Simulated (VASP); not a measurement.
Wanted: the native input for a VASP 6.6.1 run.

* Task: electric field gradients
* Functional: PBEsol
* Potentials or basis: VASP PAW PBE potentials, release 64 (In_d, Sb)
* Cutoff: 520 eV
* k mesh: 9 × 9 × 9
* Occupations: fermi-dirac, width 0.05 eV
* Spin: no spin polarisation
* Dipole correction: no
* Further INCAR settings: ALGO = Normal; EDIFF = 1e-08; NBANDS = 16

The structure of InSb lies in POSCAR:

```
InSb
1.0
    0.0000000000      3.2391000000      3.2067090000
    3.2391000000      0.0000000000      3.2067090000
    3.2391000000      3.2391000000      0.0000000000
In Sb
1 1
Direct
    0.0000000000      0.0000000000      0.0000000000
    0.7500000000      0.7500000000      0.7500000000
```

This cell differs from its parent crystal: zz strain of -1 %.

These files were run (other wordings do the same):

INCAR

```
  PREC = Accurate
  ENCUT = 520
  EDIFF = 1E-8
  ISMEAR = -1
  SIGMA = 0.05
  LREAL = F
  LASPH = T
  NELM = 100
  ALGO = Normal
  ISIF = 2
  LWAVE = F
  LCHARG = F
  GGA = PS
  LEFG = T
  NBANDS = 16
```

KPOINTS

```
Automatic mesh
0
Gamma
  9 9 9
```

Potentials or basis: VASP PAW PBE potentials, release 64 (In_d, Sb).

The run is started by

```sh
$ cat potpaw_PBE.64/In_d/POTCAR potpaw_PBE.64/Sb/POTCAR > POTCAR
$ mpirun -np 1 vasp_std > vasp.out
```

It gave:

```yaml
Pressure: 1.4 GPa
```

Caveat: the cell differs from its parent crystal (zz strain of -1 %); without QUAD_EFG the Cq values of the log hold for a quadrupole moment of 1 mb, not for the nuclei; the PAW data sets were made with another functional, which shifts forces and pressure a little.

Wall time 35 s on 1 thread of Intel(R) Xeon(R) 6975P-C (Granite Rapids) (shared host), peak memory 0.25 GiB.
